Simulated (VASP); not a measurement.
Set up this calculation in VASP 6.6.1, as the native input.

| Property | Result |
| --- | --- |
| Task | single point |
| Functional | PBE |
| Potentials or basis | VASP PAW PBE potentials, release 64 (Al) |
| Cutoff | 520 eV |
| k mesh | 16 × 16 × 15 |
| Occupations | fermi-dirac, width 0.08 eV |
| Spin | no spin polarisation |
| Dipole correction | no |
| Further INCAR settings | ALGO = Normal; EDIFF = 1e-07; NBANDS = 8 |

The structure of Al lies in POSCAR:

```
Al
1.0
    2.6702553400      0.0000000000      0.0000000000
   -1.3351276700      2.3125089590      0.0000000000
    0.0000000000      0.0000000000      2.6757506427
Al
1
Direct
    0.0000000000      0.0000000000      0.0000000000
```

These files were run (other wordings do the same):

INCAR

```
SYSTEM = Al
PREC     = Accurate       ! precision mode
ENCUT    = 520            ! plane-wave cutoff, eV
EDIFF    = 1E-7           ! SCF threshold, eV
ISMEAR   = -1             ! smearing method
SIGMA    = 0.08           ! smearing width, eV
LREAL    = .FALSE.        ! projectors in reciprocal space
LASPH    = .TRUE.         ! aspherical terms in the spheres
NELM     = 60             ! most SCF steps
ALGO     = Normal         ! electronic algorithm
ISIF     = 2              ! what is computed and relaxed
LWAVE    = .FALSE.        ! write WAVECAR
LCHARG   = .TRUE.         ! write CHGCAR
GGA      = PE             ! functional
LELF     = .TRUE.         ! ELF
LVHAR    = .TRUE.       
NBANDS   = 8              ! bands
```

KPOINTS

```
Automatic mesh
0
G
  16 16 15
  0 0 0
```

Potentials or basis: VASP PAW PBE potentials, release 64 (Al).

The run is started by

```console
$ cat potpaw_PBE.64/Al/POTCAR > POTCAR
$ mpirun -np 1 vasp_std > vasp.out
```

It gave:

```yaml
Pressure: 10.8 GPa
```

Wall time 12 s on 1 thread of Intel(R) Xeon(R) Platinum 8559C (Emerald Rapids) (shared host), peak memory 0.13 GiB.
